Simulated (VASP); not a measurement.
# Si (Fd-3m) in VASP: a run that goes wrong, beside a sound one

Two runs on Si: the first has a flaw, the second is sound.

All numbers are computed with VASP 6.6.1; they aren't measurements. Logs are shortened: lines on timing, memory, paths and dates and some standing lists are left out, and cuts for length are marked.

## Step 1: The cell of the first run

It takes space group Fd-3m (No. 227, cubic). Conventional cell: a = 5.444 Å, b = 5.444 Å, c = 5.444 Å, α = 90.00°, β = 90.00°, γ = 90.00°. Within 3.1 Å of Si (site symmetry -43m) lie 4 Si at 2.36 Å.

## Step 2: A run with an altered input

File INCAR:

```
GGA = CA
ISMEAR = 0
SIGMA = 0.03
LWAVE = F
LCHARG = F
ISIF = 2
PREC = Accurate
LASPH = T
LREAL = F
ALGO = Normal
EDIFF = 1E-6
NELM = 60
GGA_COMPAT = F
ENCUT = 400
EFERMI = MIDGAP
ICHARG = 11
```

File KPOINTS:

```
k-points
0
Gamma
  8 8 8
```

File POSCAR:

```
Si
1.0
    0.0000000000      2.7218511865      2.7218511865
    2.7218511865      0.0000000000      2.7218511865
    2.7218511865      2.7218511865      0.0000000000
Si
2
Direct
    0.5000000000      0.5000000000      0.5000000000
    0.7500000000      0.7500000000      0.7500000000
```

Potentials or basis: VASP PAW LDA potentials, release 64 (Si).

The run is started by

```console
$ cat potpaw_LDA.64/Si/POTCAR > POTCAR
$ mpirun -np 1 vasp_std > vasp.out
```

OUTCAR:

```text
GGA = CA
   ISMEAR = 0
   ISIF = 2
   PREC = Accurate
   LASPH = T
   LREAL = F
   EDIFF = 1E-6
   NELM = 60
   ENCUT = 400
   EFERMI = MIDGAP
[... 27 lines left out ...]
   LASPH  =      T    aspherical Exc in radial PAW
   ENCUT  =  400.0 eV  29.40 Ry    5.42 a.u.   6.28  6.28  6.28*2*pi/ulx,y,z
   NELM   =     60;   NELMIN=  2; NELMDL= -5     # of ELM steps
   EDIFF  = 0.1E-05   stopping-criterion for ELM
   LREAL  =      F    real-space projection
   EDIFFG = 0.1E-04   stopping-criterion for IOM
   NSW    =      0    number of steps for IOM
   IBRION =     -1    ionic relax: 0-MD 1-quasi-New 2-CG
   NFREE  =      0    steps in history (QN), initial steepest desc. (CG)
   ISIF   =      2    stress and relaxation
[... 23 lines left out ...]
   IVDW    =     0    specifies the selected vdW correction
   LEPSILON=     F    determine dielectric tensor
   LRPA    =     F    only Hartree local field effects (RPA)

   CSHIFT  =0.1000    complex shift for real part using Kramers Kronig

   OMEGAMAX=  -1.0    maximum frequency
 non-spin polarized calculation
 Gauss-broadening in eV      SIGMA  =   0.03
  energy-cutoff  :      400.00
  volume of cell :       40.33
 maximum number of plane-waves:       754
 NGX is ok and might be reduce to    28
```

On the terminal:

```text
POSCAR found type information on POSCAR Si
 POSCAR found :  1 types and       2 ions
[... 25 lines left out ...]

1
```

It took 1 s on 1 thread of AMD EPYC 9R45 (Zen 5), shared host.

The program refused the input. The input was made wrong on purpose: restart asked without its files (ICHARG = 11).

## Step 3: Single point, LDA

Changes to INCAR since step 2:

```diff
@@ -11,3 +11,3 @@
 EDIFF = 1E-6
-NELM = 60
+NELM = 120
 GGA_COMPAT = F
@@ -15,2 +15 @@
 EFERMI = MIDGAP
-ICHARG = 11
```

KPOINTS is that of step 2.

POSCAR is that of step 2.

Potentials or basis: VASP PAW LDA potentials, release 64 (Si).

The run is started by

```console
$ cat potpaw_LDA.64/Si/POTCAR > POTCAR
$ mpirun -np 1 vasp_std > vasp.out
```

Wall time 4.6 s (1 thread of AMD EPYC 9R45 (Zen 5), shared host); peak memory 0.1 GiB.

It converged, with:

```
Free energy            : -11.9093 eV
Pressure               : -2.1 GPa
Band gap on the k mesh : 0.53 eV (least direct gap 2.52 eV)
```

Levels at points of the mesh, in eV from the valence-band top:
```
           k point  band 2  band 3  band 4  band 5  band 6  band 7
(0.00, 0.00, 0.00)    0.00    0.00    0.00    2.52    2.52    2.52
(0.50, 0.00, 0.00)   -6.96   -1.19   -1.19    1.40    3.29    3.29
(0.50, 0.50, 0.00)   -7.79   -2.83   -2.83    0.62    0.62    9.92
```

A k mesh can miss the band edges.
